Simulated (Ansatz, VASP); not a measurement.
One calculation of AlP, two programs

Contents of INCAR:

```
SYSTEM = AlP
ALGO = Normal
EDIFF = 1E-6
ENCUT = 500
GGA = PE
GGA_COMPAT = .False.
ISIF = 2
ISMEAR = 0
LASPH = .True.
LCHARG = .False.
LREAL = .False.
LWAVE = .False.
NBANDS = 11
NELM = 120
PREC = Accurate
SIGMA = 0.02
```

KPOINTS

```
k-points
0
Gamma
  8 8 8
  0 0 0
```

POSCAR

```
AlP
1.0
    0.0000000000      2.6681886325      2.6681886325
    2.6681886325      0.0000000000      2.6681886325
    2.6681886325      2.6681886325      0.0000000000
Al P
1 1
Direct
    0.0000000000      0.0000000000      0.0000000000
    0.2500000000      0.2500000000      0.2500000000
```

Input for Ansatz:

```yaml
crystal:
  lattice:
    - [0.0, 2.6681886325, 2.6681886325]
    - [2.6681886325, 0.0, 2.6681886325]
    - [2.6681886325, 2.6681886325, 0.0]
  atoms:
    - { symbol: Al, position: [0.0, 0.0, 0.0] }
    - { symbol: P, position: [0.25, 0.25, 0.25] }
basis:
  ecutwfc: 420
kpoints:
  mp_grid: { grid: [8, 8, 8] }
hamiltonian:
  xc: pbe
scf:
  occupations: { method: gaussian, width: 0.02 }
output:
  forces: true
  stress: true
  eigenvalues: true
  write_density: true
  write_potential: true
  elf: true
  volumetric_format: npy
```

Alike in both runs: task single point; functional PBE; k mesh 8 × 8 × 8; occupations gaussian, width 0.02 eV; no spin polarisation.

|  | VASP | Ansatz |
| --- | --- | --- |
| version | VASP 6.6.1 | Ansatz 0.2.0 |
| potentials or method | VASP PAW PBE potentials, release 64 (Al, P), cutoff 500 eV | scalar-relativistic, plane waves, PAW |
| valence electrons in the cell | 8 | 8 |

Ansatz gave:

```
gap on the k mesh at the Fermi level (eV) : 1.44
least direct gap on the mesh (eV)         : 3.68
pressure (GPa)                            : 9.5
```

Which values does VASP return?

gap on the k mesh at the Fermi level (eV): 1.43; least direct gap on the mesh (eV): 3.68; pressure (GPa): 9.4.

The functional is the same, so the differences come from potentials, cutoffs and numerics.
